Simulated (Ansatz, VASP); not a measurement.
Two plane-wave programs on ZrB2

Contents of INCAR:

```
SYSTEM = ZrB2
PREC     = Accurate       ! precision mode
ENCUT    = 520            ! plane-wave cutoff, eV
EDIFF    = 1E-7           ! SCF threshold, eV
ISMEAR   = 0              ! smearing method
SIGMA    = 0.15           ! smearing width, eV
LREAL    = .False.        ! projectors in reciprocal space
LASPH    = .True.         ! aspherical terms in the spheres
NELM     = 60             ! most SCF steps
ALGO     = Normal         ! electronic algorithm
ISIF     = 2              ! what is computed and relaxed
LWAVE    = .False.        ! write WAVECAR
LCHARG   = .True.         ! write CHGCAR
GGA      = PS             ! functional
LELF     = .True.         ! ELF
LVHAR    = .True.       
NBANDS   = 16             ! bands
```

Contents of KPOINTS:

```
regular mesh
0
Gamma
  18 18 12
  0 0 0
```

Contents of POSCAR:

```
ZrB2
1.0
    3.2850910670      0.0000000000      0.0000000000
   -1.6425455335      2.8449723177      0.0000000000
    0.0000000000      0.0000000000      3.2341721554
Zr B
1 2
Direct
    0.0000000000      0.0000000000      0.0000000000
    0.3333333333      0.6666666667      0.5000000000
    0.6666666667      0.3333333333      0.5000000000
```

Input for Ansatz:

```yaml
crystal:
  lattice:
    - [3.285091067, 0.0, 0.0]
    - [-1.6425455335, 2.8449723177, 0.0]
    - [0.0, 0.0, 3.2341721554]
  atoms:
    - { symbol: Zr, position: [0.0, 0.0, 0.0] }
    - { symbol: B, position: [0.3333333333, 0.6666666667, 0.5] }
    - { symbol: B, position: [0.6666666667, 0.3333333333, 0.5] }
basis:
  ecutwfc: 520.0
kpoints:
  mp_grid: { grid: [18, 18, 12] }
hamiltonian:
  xc: pbesol
scf:
  occupations: { method: gaussian, width: 0.15 }
output:
  forces: true
  stress: true
  eigenvalues: true
```

Alike in both runs: task single point; functional PBEsol; k mesh 18 × 18 × 12; occupations gaussian, width 0.15 eV; no spin polarisation.

|  | VASP | Ansatz |
| --- | --- | --- |
| version | VASP 6.6.1 | Ansatz 0.2.0 |
| potentials or method | VASP PAW PBE potentials, release 64 (Zr_sv, B), cutoff 520 eV | scalar-relativistic, plane waves, PAW |
| valence electrons in the cell | 18 | 18 |

|  | VASP | Ansatz | Ansatz less VASP |
| --- | --- | --- | --- |
| gap on the k mesh at the Fermi level (eV) | none | none | - |
| pressure (GPa) | 0.0 | -0.4 | -0.36 |
| traceless stress, the component that is largest in VASP (GPa) | 26.38 | 26.38 | -0.004 |

VASP's potentials were made for PBE, not for PBEsol. A gap of «none» marks a metal or a gap that the smearing closes. With one functional, cell and mesh, what is left measures potentials, basis and numerics.
